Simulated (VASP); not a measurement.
# Hf2TiCu2Au (P-6m2) in VASP: single point with PBE

Aim: the single point of Hf2TiCu2Au with PBE.

Program: VASP 6.6.1. These are calculated values, not measurements. Logs are shortened: lines on timing, memory, paths and dates and some standing lists are left out, and cuts for length are marked.

**1. The cell of the first run**

It takes space group P-6m2 (No. 187, hexagonal). The conventional cell has a = 4.408 Å, b = 4.408 Å, c = 7.812 Å, α = 90.00°, β = 90.00°, γ = 120.00°. Hf (site symmetry 3m) has 1 Ti at 2.58 Å and 1 Hf at 2.65 Å and 3 Cu at 2.87 Å within 3.4 Å. Within 3.4 Å of Ti (site symmetry -6m2) lie 3 Au at 2.54 Å and 3 Cu at 2.54 Å and 2 Hf at 2.58 Å. Within 4.0 Å of Cu (site symmetry -6m2) lie 6 Hf at 2.87 Å and 2 Cu at 3.91 Å. Within 3.4 Å of Cu (site symmetry -6m2) lie 3 Ti at 2.54 Å and 3 Au at 2.54 Å. Within 3.4 Å of Au (site symmetry -6m2) lie 3 Ti at 2.54 Å and 3 Cu at 2.54 Å.

The cell was built from a structure type or drawn by symmetry, and may not be a known phase.

**2. Single point, PBE**

Input file INCAR:

```
PREC = Accurate ; ENCUT = 520
EDIFF = 1E-7 ; ISMEAR = 0
SIGMA = 0.1 ; LREAL = False
LASPH = True ; NELM = 80
ALGO = Fast ; ISIF = 2
LWAVE = False ; LCHARG = False
GGA = PE ; NBANDS = 42
```

Input file KPOINTS:

```
Automatic mesh
0
Gamma
  12 12 6
```

Input file POSCAR:

```
Hf2TiCu2Au
1.0
    4.4077997242      0.0000000000      0.0000000000
   -2.2038998621      3.8172665360      0.0000000000
    0.0000000000      0.0000000000      7.8122029629
Hf Ti Cu Au
2 1 2 1
Direct
    0.3333333333      0.6666666667      0.3304542860
    0.3333333333      0.6666666667      0.6695457140
    0.3333333333      0.6666666667      0.0000000000
    0.6666666667      0.3333333333      0.5000000000
    0.6666666667      0.3333333333      0.0000000000
    0.0000000000      0.0000000000      0.0000000000
```

Potentials or basis: VASP PAW PBE potentials, release 64 (Hf_pv, Ti_sv, Cu, Au).

Run with:

```sh
$ cat potpaw_PBE.64/Hf_pv/POTCAR potpaw_PBE.64/Ti_sv/POTCAR potpaw_PBE.64/Cu/POTCAR potpaw_PBE.64/Au/POTCAR > POTCAR
$ mpirun -np 1 vasp_std > vasp.out
```

OUTCAR:

```text
PREC = Accurate
   ENCUT = 520
   EDIFF = 1E-7
   ISMEAR = 0
   LREAL = False
   LASPH = True
   NELM = 80
   ISIF = 2
   GGA = PE

 ion  position               nearest neighbor table
   1  0.333  0.667  0.330-   3 2.58   2 2.65   4 2.87   4 2.87   4 2.87   6 3.63   6 3.63   6 3.63

   2  0.333  0.667  0.670-   3 2.58   1 2.65   4 2.87   4 2.87   4 2.87   6 3.63   6 3.63   6 3.63

   3  0.333  0.667  0.000-   6 2.54   5 2.54   5 2.54   6 2.54   6 2.54   5 2.54   1 2.58   2 2.58

   4  0.667  0.333  0.500-   1 2.87   2 2.87   1 2.87   2 2.87   1 2.87   2 2.87
   5  0.667  0.333  0.000-   3 2.54   6 2.54   3 2.54   6 2.54   6 2.54   3 2.54
   6  0.000  0.000  0.000-   3 2.54   5 2.54   5 2.54   3 2.54   5 2.54   3 2.54   1 3.63   2 3.63
                             2 3.63   1 3.63   2 3.63   1 3.63

  LATTYP: Found a hexagonal cell.
 ALAT       =     4.4077997242
 C/A-ratio  =     1.7723588756

  Lattice vectors:

 A1 = (   4.4077997242,   0.0000000000,   0.0000000000)
 A2 = (  -2.2038998621,   3.8172665360,   0.0000000000)
 A3 = (   0.0000000000,   0.0000000000,   7.8122029629)

Analysis of symmetry for initial positions (statically):
=====================================================================
 Subroutine PRICEL returns:
 Original cell was already a primitive cell.

 Routine SETGRP: Setting up the symmetry group for a
 hexagonal supercell.

 Subroutine GETGRP returns: Found 12 space group operations
 (whereof 12 operations were pure point group operations)
 out of a pool of 24 trial point group operations.

The static configuration has the point symmetry D_3h.

Analysis of symmetry for dynamics (positions and initial velocities):
=====================================================================
 Subroutine PRICEL returns:
 Original cell was already a primitive cell.

 Routine SETGRP: Setting up the symmetry group for a
 hexagonal supercell.

 Subroutine GETGRP returns: Found 12 space group operations
 (whereof 12 operations were pure point group operations)
 out of a pool of 24 trial point group operations.

The dynamic configuration has the point symmetry D_3h.

 Subroutine INISYM returns: Found 12 space group operations
 (whereof 12 operations are pure point group operations),
 and found     1 'primitive' translations

----------------------------------------------------------------------------------------

                                     Primitive cell

  volume of cell :     131.4461

  direct lattice vectors                    reciprocal lattice vectors
     4.407799724  0.000000000  0.000000000     0.226870562  0.130983780  0.000000000
    -2.203899862  3.817266536  0.000000000     0.000000000  0.261967560  0.000000000
     0.000000000  0.000000000  7.812202963     0.000000000  0.000000000  0.128004867

  length of vectors
     4.407799724  4.407799724  7.812202963     0.261967560  0.261967560  0.128004867

  position of ions in fractional coordinates (direct lattice)
     0.333333333  0.666666667  0.330454286
     0.333333333  0.666666667  0.669545714
     0.333333333  0.666666667  0.000000000
     0.666666667  0.333333333  0.500000000
     0.666666667  0.333333333  0.000000000
     0.000000000  0.000000000  0.000000000

  ion indices of the primitive-cell ions
   primitive index   ion index
                 1           1
                 2           2
                 3           3
                 4           4
                 5           5
                 6           6

----------------------------------------------------------------------------------------

 KPOINTS: Automatic mesh

Automatic generation of k-mesh.
 Grid dimensions read from file:
 generate k-points for:   12   12    6

 Generating k-lattice:

  Cartesian coordinates                     Fractional coordinates (reciprocal lattice)
     0.018905880  0.010915315  0.000000000     0.083333333  0.000000000  0.000000000
     0.000000000  0.021830630  0.000000000     0.000000000  0.083333333  0.000000000
     0.000000000  0.000000000  0.021334144     0.000000000  0.000000000  0.166666667

  Length of vectors
     0.021830630  0.021830630  0.021334144

  Shift w.r.t. Gamma in fractional coordinates (k-lattice)
     0.000000000  0.000000000  0.000000000

 Subroutine IBZKPT returns following result:
 ===========================================

 Found     76 irreducible k-points:

 Following reciprocal coordinates:
            Coordinates               Weight
  0.000000  0.000000  0.000000      1.000000
  0.083333  0.000000  0.000000      6.000000
  0.166667  0.000000  0.000000      6.000000
  0.250000  0.000000  0.000000      6.000000
  0.333333 -0.000000  0.000000      6.000000
  0.416667  0.000000  0.000000      6.000000
[... 16 lines left out ...]
  0.250000  0.000000  0.166667     12.000000
  0.333333 -0.000000  0.166667     12.000000
 [... further k-points ...]
   k-points           NKPTS =     76   k-points in BZ     NKDIM =     76   number of bands    NBANDS=     42
   number of dos      NEDOS =    301   number of ions     NIONS =      6
   total plane-waves  NPLWV =  77760
   dimension x,y,z NGX =    36 NGY =   36 NGZ =   60
   dimension x,y,z NGXF=    72 NGYF=   72 NGZF=  120
   ions per type =               2   1   2   1
   NGX,Y,Z   is equivalent  to a cutoff of  13.58, 13.58, 12.77 a.u.
   NGXF,Y,Z  is equivalent  to a cutoff of  27.16, 27.16, 25.54 a.u.
 SYSTEM =  unknown system
   PREC   = accura    normal or accurate (medium, high low for compatibility)
   ISTART =      0    job   : 0-new  1-cont  2-samecut
   ICHARG =      2    charge: 1-file 2-atom 10-const
   ISPIN  =      1    spin polarized calculation?
   LNONCOLLINEAR =      F non collinear calculations
   LSORBIT =      F    spin-orbit coupling
   LASPH  =      T    aspherical Exc in radial PAW
   ENCUT  =  520.0 eV  38.22 Ry    6.18 a.u.   8.20  8.20 14.53*2*pi/ulx,y,z
   NELM   =     80;   NELMIN=  2; NELMDL= -5     # of ELM steps
   EDIFF  = 0.1E-06   stopping-criterion for ELM
   LREAL  =      F    real-space projection
   EDIFFG = 0.1E-05   stopping-criterion for IOM
   NSW    =      0    number of steps for IOM
   IBRION =     -1    ionic relax: 0-MD 1-quasi-New 2-CG
   NFREE  =      0    steps in history (QN), initial steepest desc. (CG)
   ISIF   =      2    stress and relaxation
   ISYM   =      2    0-nonsym 1-usesym 2-fastsym
   POTIM  = 0.5000    time-step for ionic-motion
   TEBEG  =    0.0;   TEEND  =   0.0 temperature during run
   PSTRESS=    0.0 pullay stress
   NELECT =      65.0000    total number of electrons
   NUPDOWN=      -1.0000    fix difference up-down
   EMIN   =  10.00;   EMAX   =-10.00  energy-range for DOS
   EFERMI =   0.00;   METHOD = LEGACY
   ISMEAR =     0;   SIGMA  =   0.10  broadening in eV -4-tet -1-fermi 0-gaus
   EFERMI_NEDOS =   21; number of points for ismear=-14 and -15
   IALGO  =     68    algorithm
   IMIX   =      4    mixing-type and parameters
     AMIX     =   0.40;   BMIX     =  1.00
     AMIX_MAG =   1.60;   BMIX_MAG =  1.00
  volume/ion in A,a.u.               =      21.91       147.84
  Fermi-wavevector in a.u.,A,eV,Ry     =   1.294583  2.446408 22.802628  1.675946
  Thomas-Fermi vector in A             =   2.426157
   LORBIT       =      0    0 simple, 1 ext, 2 COOP (PROOUT), +10 PAW based schemes
   GGA     = PE    functional components
   LHFCALC =     F    Hartree Fock is set to
   AEXX    =    0.0000 exact exchange contribution
   IVDW    =     0    specifies the selected vdW correction
   LEPSILON=     F    determine dielectric tensor
   LRPA    =     F    only Hartree local field effects (RPA)
 non-spin polarized calculation
 RMM-DIIS sequential band-by-band and
 Gauss-broadening in eV      SIGMA  =   0.10
  energy-cutoff  :      520.00
  volume of cell :      131.45
 maximum number of plane-waves:      3570
 NGX is ok and might be reduce to    36
   NGX = 17   NGY = 17   NGZ = 29

 number of electron      64.9999980 magnetization

 Free energy of the ion-electron system (eV)
  ---------------------------------------------------
  ext. energy  EPLUGINS =         0.00000000
  ---------------------------------------------------
  free energy    TOTEN  =       -34.32776156 eV

  energy without entropy =      -34.29553503  energy(sigma->0) =      -34.31164829

 E-fermi :   4.5982     XC(G=0): -10.4225

 val. band max:        4.5979854091   @ k =   0.2500   0.0000   0.1667
 cond. band min:       4.6041816578   @ k =   0.2500   0.0833   0.5000
 fundamental gap:      0.0061962486
 Fermi energy:         4.5982446343

 k-point     1 :       0.0000    0.0000    0.0000
  band No.  band energies     occupation
      1     -51.8449      2.00000
      2     -28.3666      2.00000
      3     -28.1469      2.00000
      4     -28.1469      2.00000
      5     -26.9362      2.00000
      6     -26.7296      2.00000
[... 34 lines left out ...]
     41       7.1436      0.00000
     42       9.9217      0.00000

 k-point     2 :       0.0833    0.0000    0.0000
  band No.  band energies     occupation
      1     -51.8448      2.00000
      2     -28.3666      2.00000
      3     -28.1475      2.00000
      4     -28.1466      2.00000
      5     -26.9360      2.00000
      6     -26.7306      2.00000
[... 34 lines left out ...]
     41       7.1604      0.00000
     42       9.6900      0.00000

 k-point     3 :       0.1667    0.0000    0.0000
  band No.  band energies     occupation
      1     -51.8446      2.00000
      2     -28.3666      2.00000
      3     -28.1493      2.00000
      4     -28.1460      2.00000
      5     -26.9356      2.00000
      6     -26.7334      2.00000
[... 34 lines left out ...]
     41       7.2044      0.00000
     42       9.5273      0.00000

 k-point     4 :       0.2500    0.0000    0.0000
  band No.  band energies     occupation
      1     -51.8443      2.00000
      2     -28.3666      2.00000
      3     -28.1516      2.00000
      4     -28.1450      2.00000
      5     -26.9350      2.00000
      6     -26.7372      2.00000
[... 844 lines left out ...]
     41       7.0589      0.00000
     42       8.4989      0.00000

 k-point    23 :       0.2500    0.0000    0.1667
  band No.  band energies     occupation
      1     -51.8442      2.00000
      2     -28.3812      2.00000
      3     -28.1516      2.00000
      4     -28.1450      2.00000
      5     -26.8900      2.00000
      6     -26.7381      2.00000
[... 34 lines left out ...]
     41       7.4502      0.00000
     42       7.9498      0.00000

 k-point    24 :       0.3333   -0.0000    0.1667
  band No.  band energies     occupation
      1     -51.8439      2.00000
      2     -28.3812      2.00000
      3     -28.1538      2.00000
      4     -28.1440      2.00000
      5     -26.8895      2.00000
      6     -26.7419      2.00000
[... 34 lines left out ...]
     41       7.2496      0.00000
     42       7.8487      0.00000

 [... further k-points ...]
[... 5 lines left out ...]
  --------------------------------------------------------------------------------------
  -------------------------------------------------------------------------------------
  Total       -0.0602143     -0.0602143     -0.4371490      0.0000000      0.0000000      0.0000000
  in kB       -0.7339436     -0.7339436     -5.3283439      0.0000000      0.0000000      0.0000000
  external PRESSURE =      -2.2654104 kB  Pullay stress =       0.0000000 kB

 VOLUME and BASIS-vectors are now :
 -----------------------------------------------------------------------------
  energy-cutoff  :      520.00
  volume of cell :      131.45
      direct lattice vectors                 reciprocal lattice vectors
     4.407799724  0.000000000  0.000000000     0.226870562  0.130983780  0.000000000
    -2.203899862  3.817266536  0.000000000     0.000000000  0.261967560  0.000000000
     0.000000000  0.000000000  7.812202963     0.000000000  0.000000000  0.128004867

 POSITION                                       TOTAL-FORCE (eV/Angst)
 -----------------------------------------------------------------------------------
     -0.00000      2.54484      2.58158         0.000000     -0.000000      0.025201
     -0.00000      2.54484      5.23063         0.000000     -0.000000     -0.025201
     -0.00000      2.54484      0.00000        -0.000000     -0.000000      0.000000
      2.20390      1.27242      3.90610         0.000000     -0.000000      0.000000
      2.20390      1.27242      0.00000         0.000000     -0.000000      0.000000
      0.00000      0.00000      0.00000        -0.000000      0.000000      0.000000
 -----------------------------------------------------------------------------------
    total drift:                                0.000001     -0.000001      0.000000

  FREE ENERGIE OF THE ION-ELECTRON SYSTEM (eV)
  ---------------------------------------------------
  free  energy   TOTEN  =       -34.3277615594 eV

  energy  without entropy=      -34.2955350269  energy(sigma->0) =      -34.31164829
```

It took 15 min on 1 thread of Intel Xeon Platinum 8559C (Emerald Rapids), shared host; peak memory 0.58 GiB.

What came out:

```
Free energy            : -34.3278 eV
Pressure               : -0.2 GPa
Largest force          : 0.025 eV/Å
Band gap on the k mesh : zero (an odd number of electrons rules out a gap without spin polarisation)
```

Forces on the atoms (eV/Å):
```
Hf   0.000  0.000  0.025
Hf   0.000  0.000 -0.025
Ti   0.000  0.000  0.000
Cu   0.000  0.000  0.000
Cu   0.000  0.000  0.000
Au   0.000  0.000  0.000
```

Levels at points of the mesh, in eV from the Fermi level:
```
           k point  band 29  band 30  band 31  band 32  band 33  band 34  band 35  band 36  band 37  band 38
(0.00, 0.00, 0.00)    -1.44    -0.63    -0.63     0.29     0.29     0.63     0.63     0.92     0.92     1.51
(0.50, 0.00, 0.00)    -1.74    -1.01    -0.91    -0.49    -0.18     0.74     1.41     1.61     1.92     2.43
(0.00, 0.00, 0.50)    -0.51    -0.38    -0.38    -0.16    -0.16    -0.09     0.31     0.31     0.37     2.18
(0.50, 0.00, 0.50)    -2.01    -1.07    -0.48    -0.37    -0.09     0.70     0.74     1.57     1.91     2.02
```

Caveat: spin-orbit coupling is left out, which moves the levels of the heavy elements.
